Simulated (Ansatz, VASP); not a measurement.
One calculation of Au, two programs

```
CELL_PARAMETERS angstrom
0.00000 2.07915 2.07915
2.07915 0.00000 2.07915
2.07915 2.07915 0.00000
ATOMIC_POSITIONS crystal
Au 0.00000 0.00000 0.00000
```

Alike in both runs: functional PBE; k mesh 20 × 20 × 20; occupations fermi-dirac, width 0.15 eV; no spin polarisation.

Ansatz relaxed the structure, and its values are those at the end. VASP's run is a single point on that final structure, the one shown.

|  | VASP | Ansatz |
| --- | --- | --- |
| version | VASP 6.6.1 | Ansatz 0.2.0 |
| potentials or method | VASP PAW PBE potentials, release 64 (Au), cutoff 520 eV | scalar-relativistic, plane waves, PAW |
| valence electrons in the cell | 11 | 19 |

Ansatz gave:

| Item | Value |
| --- | --- |
| gap on the k mesh at the Fermi level (eV) | none |
| pressure (GPa) | 0.0 |

Q: Which values does VASP return?

A: gap on the k mesh at the Fermi level (eV): none; pressure (GPa): -0.2.

A gap of «none» marks a metal or a gap that the smearing closes. The functional is the same, so the differences come from potentials, cutoffs and numerics. VASP's potentials hold 11 valence electrons a cell and Ansatz's 19, so a difference there can come from the potentials and not from the codes.

Neither program's run includes spin-orbit coupling.
